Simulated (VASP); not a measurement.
# SnO (P4/nmm) in VASP: notebook

SnO is run at these levels: LDA; tasks: single point.

All numbers are computed with VASP 6.6.1; they aren't measurements. Logs are shortened: lines on timing, memory, paths and dates and some standing lists are left out, and cuts for length are marked.

## Step 1: The cell of the first run

The structure is tetragonal, space group P4/nmm (No. 129). Conventional cell: a = 3.682 Å, b = 3.682 Å, c = 5.458 Å, α = 90.00°, β = 90.00°, γ = 90.00°. Within 3.0 Å of Sn (site symmetry 4mm) lie 4 O at 2.28 Å. Within 3.0 Å of O (site symmetry -4m2) lie 4 Sn at 2.28 Å and 4 O at 2.60 Å.

## Step 2: Single point, LDA (volume 18.496 Å^3 an atom, c/a of the conventional cell 1.4825)

INCAR reads:

```
SYSTEM = SnO
  ALGO = Normal
  EDIFF = 1E-7
  ENCUT = 520
  GGA = CA
  ISIF = 2
  ISMEAR = 0
  LASPH = .True.
  LCHARG = .True.
  LELF = .True.
  LREAL = .False.
  LVHAR = .True.
  LWAVE = .False.
  NBANDS = 28
  NELM = 100
  PREC = Accurate
  SIGMA = 0.15
```

KPOINTS reads:

```
k-points
0
Gamma
  12 12 10
  0 0 0
```

POSCAR reads:

```
SnO
1.0
    3.6816941039      0.0000000000      0.0000000000
    0.0000000000      3.6816941039      0.0000000000
    0.0000000000      0.0000000000      5.4581115090
Sn O
2 2
Direct
    0.0000000000      0.5000000000      0.2457459271
    0.5000000000      0.0000000000      0.7542540729
    0.0000000000      0.0000000000      0.0000000000
    0.5000000000      0.5000000000      0.0000000000
```

Potentials or basis: VASP PAW LDA potentials, release 64 (Sn_d, O).

Run with:

```sh
> cat potpaw_LDA.64/Sn_d/POTCAR potpaw_LDA.64/O/POTCAR > POTCAR
> mpirun -np 1 vasp_std > vasp.out
```

OUTCAR:

```text
SYSTEM = SnO
   EDIFF = 1E-7
   ENCUT = 520
   GGA = CA
   ISIF = 2
   ISMEAR = 0
   LASPH = .True.
   LREAL = .False.
   NELM = 100
   PREC = Accurate

 ion  position               nearest neighbor table
   1  0.000  0.500  0.246-   3 2.28   4 2.28   3 2.28   4 2.28   2 3.74   2 3.74   2 3.74   2 3.74

   2  0.500  0.000  0.754-   3 2.28   4 2.28   4 2.28   3 2.28   1 3.74   1 3.74   1 3.74   1 3.74

   3  0.000  0.000  0.000-   1 2.28   2 2.28   1 2.28   2 2.28
   4  0.500  0.500  0.000-   1 2.28   2 2.28   2 2.28   1 2.28

  LATTYP: Found a simple tetragonal cell.
 ALAT       =     3.6816941039
 C/A-ratio  =     1.4825000000

  Lattice vectors:

 A1 = (   3.6816941039,   0.0000000000,   0.0000000000)
 A2 = (   0.0000000000,   3.6816941039,   0.0000000000)
 A3 = (   0.0000000000,   0.0000000000,   5.4581115090)

Analysis of symmetry for initial positions (statically):
=====================================================================
 Subroutine PRICEL returns:
 Original cell was already a primitive cell.

 Routine SETGRP: Setting up the symmetry group for a
 simple tetragonal supercell.

 Subroutine GETGRP returns: Found 16 space group operations
 (whereof  8 operations were pure point group operations)
 out of a pool of 16 trial point group operations.

The static configuration has the point symmetry D_2d.
 The point group associated with its full space group is D_4h.

Analysis of symmetry for dynamics (positions and initial velocities):
=====================================================================
 Subroutine PRICEL returns:
 Original cell was already a primitive cell.

 Routine SETGRP: Setting up the symmetry group for a
 simple tetragonal supercell.

 Subroutine GETGRP returns: Found 16 space group operations
 (whereof  8 operations were pure point group operations)
 out of a pool of 16 trial point group operations.

The dynamic configuration has the point symmetry D_2d.
 The point group associated with its full space group is D_4h.

 Subroutine INISYM returns: Found 16 space group operations
 (whereof  8 operations are pure point group operations),
 and found     1 'primitive' translations

----------------------------------------------------------------------------------------

                                     Primitive cell

  volume of cell :      73.9840

  direct lattice vectors                    reciprocal lattice vectors
     3.681694104  0.000000000  0.000000000     0.271614092  0.000000000  0.000000000
     0.000000000  3.681694104  0.000000000     0.000000000  0.271614092  0.000000000
     0.000000000  0.000000000  5.458111509     0.000000000  0.000000000  0.183213553

  length of vectors
     3.681694104  3.681694104  5.458111509     0.271614092  0.271614092  0.183213553

  position of ions in fractional coordinates (direct lattice)
     0.000000000  0.500000000  0.245745927
     0.500000000  0.000000000  0.754254073
     0.000000000  0.000000000  0.000000000
     0.500000000  0.500000000  0.000000000

  ion indices of the primitive-cell ions
   primitive index   ion index
                 1           1
                 2           2
                 3           3
                 4           4

----------------------------------------------------------------------------------------

 KPOINTS: k-points

Automatic generation of k-mesh.
 Grid dimensions read from file:
 generate k-points for:   12   12   10

 Generating k-lattice:

  Cartesian coordinates                     Fractional coordinates (reciprocal lattice)
     0.022634508  0.000000000  0.000000000     0.083333333  0.000000000  0.000000000
     0.000000000  0.022634508  0.000000000     0.000000000  0.083333333  0.000000000
     0.000000000  0.000000000  0.018321355     0.000000000  0.000000000  0.100000000

  Length of vectors
     0.022634508  0.022634508  0.018321355

  Shift w.r.t. Gamma in fractional coordinates (k-lattice)
     0.000000000  0.000000000  0.000000000

 Subroutine IBZKPT returns following result:
 ===========================================

 Found    168 irreducible k-points:

 Following reciprocal coordinates:
            Coordinates               Weight
  0.000000  0.000000  0.000000      1.000000
  0.083333  0.000000  0.000000      4.000000
  0.166667  0.000000  0.000000      4.000000
  0.250000  0.000000  0.000000      4.000000
  0.333333  0.000000  0.000000      4.000000
  0.416667  0.000000  0.000000      4.000000
[... 16 lines left out ...]
  0.333333  0.333333  0.000000      4.000000
  0.416667  0.333333  0.000000      8.000000
 [... further k-points ...]
   k-points           NKPTS =    168   k-points in BZ     NKDIM =    168   number of bands    NBANDS=     28
   number of dos      NEDOS =    301   number of ions     NIONS =      4
   total plane-waves  NPLWV =  32928
   dimension x,y,z NGX =    28 NGY =   28 NGZ =   42
   dimension x,y,z NGXF=    56 NGYF=   56 NGZF=   84
   ions per type =               2   2
   NGX,Y,Z   is equivalent  to a cutoff of  12.64, 12.64, 12.79 a.u.
   NGXF,Y,Z  is equivalent  to a cutoff of  25.29, 25.29, 25.59 a.u.
 SYSTEM =  SnO
   PREC   = accura    normal or accurate (medium, high low for compatibility)
   ISTART =      0    job   : 0-new  1-cont  2-samecut
   ICHARG =      2    charge: 1-file 2-atom 10-const
   ISPIN  =      1    spin polarized calculation?
   LNONCOLLINEAR =      F non collinear calculations
   LSORBIT =      F    spin-orbit coupling
   LASPH  =      T    aspherical Exc in radial PAW
   ENCUT  =  520.0 eV  38.22 Ry    6.18 a.u.   6.85  6.85 10.15*2*pi/ulx,y,z
   NELM   =    100;   NELMIN=  2; NELMDL= -5     # of ELM steps
   EDIFF  = 0.1E-06   stopping-criterion for ELM
   LREAL  =      F    real-space projection
   EDIFFG = 0.1E-05   stopping-criterion for IOM
   NSW    =      0    number of steps for IOM
   IBRION =     -1    ionic relax: 0-MD 1-quasi-New 2-CG
   NFREE  =      0    steps in history (QN), initial steepest desc. (CG)
   ISIF   =      2    stress and relaxation
   ISYM   =      2    0-nonsym 1-usesym 2-fastsym
   POTIM  = 0.5000    time-step for ionic-motion
   TEBEG  =    0.0;   TEEND  =   0.0 temperature during run
   PSTRESS=    0.0 pullay stress
   NELECT =      40.0000    total number of electrons
   NUPDOWN=      -1.0000    fix difference up-down
   EMIN   =  10.00;   EMAX   =-10.00  energy-range for DOS
   EFERMI =   0.00;   METHOD = LEGACY
   ISMEAR =     0;   SIGMA  =   0.15  broadening in eV -4-tet -1-fermi 0-gaus
   EFERMI_NEDOS =   21; number of points for ismear=-14 and -15
   IALGO  =     38    algorithm
   IMIX   =      4    mixing-type and parameters
     AMIX     =   0.40;   BMIX     =  1.00
     AMIX_MAG =   1.60;   BMIX_MAG =  1.00
  volume/ion in A,a.u.               =      18.50       124.82
  Fermi-wavevector in a.u.,A,eV,Ry     =   1.333672  2.520274 24.200408  1.778680
  Thomas-Fermi vector in A             =   2.462512
   LORBIT       =      0    0 simple, 1 ext, 2 COOP (PROOUT), +10 PAW based schemes
   GGA     = CA    functional components
   LHFCALC =     F    Hartree Fock is set to
   AEXX    =    0.0000 exact exchange contribution
   IVDW    =     0    specifies the selected vdW correction
   LEPSILON=     F    determine dielectric tensor
   LRPA    =     F    only Hartree local field effects (RPA)
 non-spin polarized calculation
 Gauss-broadening in eV      SIGMA  =   0.15
  energy-cutoff  :      520.00
  volume of cell :       73.98
 maximum number of plane-waves:      2032
 NGX is ok and might be reduce to    28
   NGX = 13   NGY = 13   NGZ = 21

 number of electron      40.0000002 magnetization

 Free energy of the ion-electron system (eV)
  ---------------------------------------------------
  ext. energy  EPLUGINS =         0.00000000
  ---------------------------------------------------
  free energy    TOTEN  =       -25.14717624 eV

  energy without entropy =      -25.14559990  energy(sigma->0) =      -25.14638807

 E-fermi :   6.1227     XC(G=0): -10.4061

 val. band max:        6.1080476850   @ k =   0.0833   0.0833   0.0000
 cond. band min:       6.1526687304   @ k =   0.0833   0.0000   0.0000
 fundamental gap:      0.0446210454
 Fermi energy:         6.1227223610

 k-point     1 :       0.0000    0.0000    0.0000
  band No.  band energies     occupation
      1     -15.5078      2.00000
      2     -15.3046      2.00000
      3     -15.2212      2.00000
      4     -15.2078      2.00000
      5     -15.2078      2.00000
      6     -15.1972      2.00000
[... 20 lines left out ...]
     27      12.7972      0.00000
     28      13.3319      0.00000

 k-point     2 :       0.0833    0.0000    0.0000
  band No.  band energies     occupation
      1     -15.5037      2.00000
      2     -15.3012      2.00000
      3     -15.2221      2.00000
      4     -15.2102      2.00000
      5     -15.2076      2.00000
      6     -15.1975      2.00000
[... 20 lines left out ...]
     27      12.9898      0.00000
     28      14.0247      0.00000

 k-point     3 :       0.1667    0.0000    0.0000
  band No.  band energies     occupation
      1     -15.4924      2.00000
      2     -15.2938      2.00000
      3     -15.2247      2.00000
      4     -15.2163      2.00000
      5     -15.2094      2.00000
      6     -15.1958      2.00000
[... 20 lines left out ...]
     27      13.1612      0.00000
     28      15.4821      0.00000

 k-point     4 :       0.2500    0.0000    0.0000
  band No.  band energies     occupation
      1     -15.4765      2.00000
      2     -15.2936      2.00000
      3     -15.2280      2.00000
      4     -15.2255      2.00000
      5     -15.2233      2.00000
      6     -15.2147      2.00000
[... 20 lines left out ...]
     27      13.3916      0.00000
     28      16.9465      0.00000

 k-point     5 :       0.3333    0.0000    0.0000
  band No.  band energies     occupation
      1     -15.4575      2.00000
      2     -15.3242      2.00000
      3     -15.2409      2.00000
      4     -15.2308      2.00000
      5     -15.2290      2.00000
      6     -15.2213      2.00000
[... 20 lines left out ...]
     27      13.7286      0.00000
     28      16.8550      0.00000

 k-point     6 :       0.4167    0.0000    0.0000
  band No.  band energies     occupation
      1     -15.4349      2.00000
      2     -15.3683      2.00000
      3     -15.2386      2.00000
      4     -15.2326      2.00000
      5     -15.2320      2.00000
      6     -15.2270      2.00000
[... 463 lines left out ...]
      5     -15.2285      2.00000
      6     -15.2273      2.00000
[... 20 lines left out ...]
     27      13.7433      0.00000
     28      14.2724      0.00000

 k-point    22 :       0.5000    0.2500    0.0000
  band No.  band energies     occupation
      1     -15.4321      2.00000
      2     -15.4321      2.00000
      3     -15.2451      2.00000
      4     -15.2451      2.00000
      5     -15.2253      2.00000
      6     -15.2253      2.00000
[... 20 lines left out ...]
     27      14.0242      0.00000
     28      14.0242      0.00000

 k-point    23 :       0.3333    0.3333    0.0000
  band No.  band energies     occupation
      1     -15.4583      2.00000
      2     -15.4042      2.00000
      3     -15.2478      2.00000
      4     -15.2436      2.00000
      5     -15.2244      2.00000
      6     -15.2240      2.00000
[... 20 lines left out ...]
     27      13.5452      0.00000
     28      14.3840      0.00000

 k-point    24 :       0.4167    0.3333    0.0000
  band No.  band energies     occupation
      1     -15.4580      2.00000
      2     -15.4320      2.00000
      3     -15.2514      2.00000
      4     -15.2493      2.00000
      5     -15.2159      2.00000
      6     -15.2147      2.00000
[... 20 lines left out ...]
     27      13.8423      0.00000
     28      14.4332      0.00000

 [... further k-points ...]
[... 5 lines left out ...]
  --------------------------------------------------------------------------------------
  -------------------------------------------------------------------------------------
  Total       -1.1617999     -1.1617999     -8.4201046      0.0000000     -0.0000000      0.0000000
  in kB      -25.1596212    -25.1596212   -182.3434885      0.0000000     -0.0000000      0.0000000
  external PRESSURE =     -77.5542437 kB  Pullay stress =       0.0000000 kB

 VOLUME and BASIS-vectors are now :
 -----------------------------------------------------------------------------
  energy-cutoff  :      520.00
  volume of cell :       73.98
      direct lattice vectors                 reciprocal lattice vectors
     3.681694104  0.000000000  0.000000000     0.271614092  0.000000000  0.000000000
     0.000000000  3.681694104  0.000000000     0.000000000  0.271614092  0.000000000
     0.000000000  0.000000000  5.458111509     0.000000000  0.000000000  0.183213553

 POSITION                                       TOTAL-FORCE (eV/Angst)
 -----------------------------------------------------------------------------------
      0.00000      1.84085      1.34131         0.000000      0.000000     -2.770589
      1.84085      0.00000      4.11680        -0.000000      0.000000      2.770589
      0.00000      0.00000      0.00000        -0.000000      0.000000      0.000000
      1.84085      1.84085      0.00000        -0.000000     -0.000000      0.000000
 -----------------------------------------------------------------------------------
    total drift:                                0.000000      0.000000     -0.000000

  FREE ENERGIE OF THE ION-ELECTRON SYSTEM (eV)
  ---------------------------------------------------
  free  energy   TOTEN  =       -25.1471762422 eV

  energy  without entropy=      -25.1455999040  energy(sigma->0) =      -25.14638807
```

It took 4.8 min on 1 thread of Intel Xeon Platinum 8259CL at 2.50GHz (Skylake/Cascade Lake), shared host; peak memory 0.37 GiB.

What came out:

- Free energy: -25.1472 eV
- Pressure: -7.8 GPa
- Largest force: 2.771 eV/Å
- Band gap on the k mesh: zero (band 20 reaches 6.20 eV, above the bottom of band 21 at 5.95 eV)

Forces in eV/Å, atoms in the order of the input:
```
Sn   0.000  0.000 -2.771
Sn   0.000  0.000  2.771
O    0.000  0.000  0.000
O    0.000  0.000  0.000
```

Caveat: spin-orbit coupling is left out, which moves the levels of the heavy elements; forces of over 1 eV/Å act on the atoms, so gaps and moduli don't describe the material at rest.

[end of part 1 of 2]
